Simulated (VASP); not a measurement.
Here is a VASP 6.6.1 calculation.

INCAR

```
ALGO = Normal
EDIFF = 1E-6
ENCUT = 520
GGA = PE
ISIF = 2
ISMEAR = 0
LASPH = T
LCHARG = T
LELF = T
LREAL = F
LVHAR = T
LWAVE = F
NBANDS = 23
NELM = 100
PREC = Accurate
SIGMA = 0.1
```

File KPOINTS:

```
k-points
0
Gamma
  6 6 4
```

Contents of POSCAR:

```
Li2ZrO2
1.0
    3.2506397500      0.0000000000      0.0000000000
   -1.6253198800      2.8151366000      0.0000000000
    0.0000000000      0.0000000000      5.3607141100
Li Zr O
2 1 2
Direct
    0.6666666700      0.3333333300      0.3685906800
    0.3333333300      0.6666666700      0.6314093200
    0.0000000000      0.0000000000      0.0000000000
    0.3333333300      0.6666666700      0.2472241700
    0.6666666700      0.3333333300      0.7527758300
```

Potentials or basis: VASP PAW PBE potentials, release 64 (Li_sv, Zr_sv, O).

Launch:

```sh
$ cat potpaw_PBE.64/Li_sv/POTCAR potpaw_PBE.64/Zr_sv/POTCAR potpaw_PBE.64/O/POTCAR > POTCAR
$ mpirun -np 1 vasp_std > vasp.out
```

(1) Estimate the band gap on the k mesh.

(2) Predict the largest force.

Results:

(1) zero (band 15 reaches 9.82 eV, above the bottom of band 16 at 9.09 eV).

(2) 1.390 eV/Å.

Caveat: the k points lie up to 0.37 Å⁻¹ apart; forces of over 1 eV/Å act on the atoms, so gaps and moduli don't describe the material at rest.
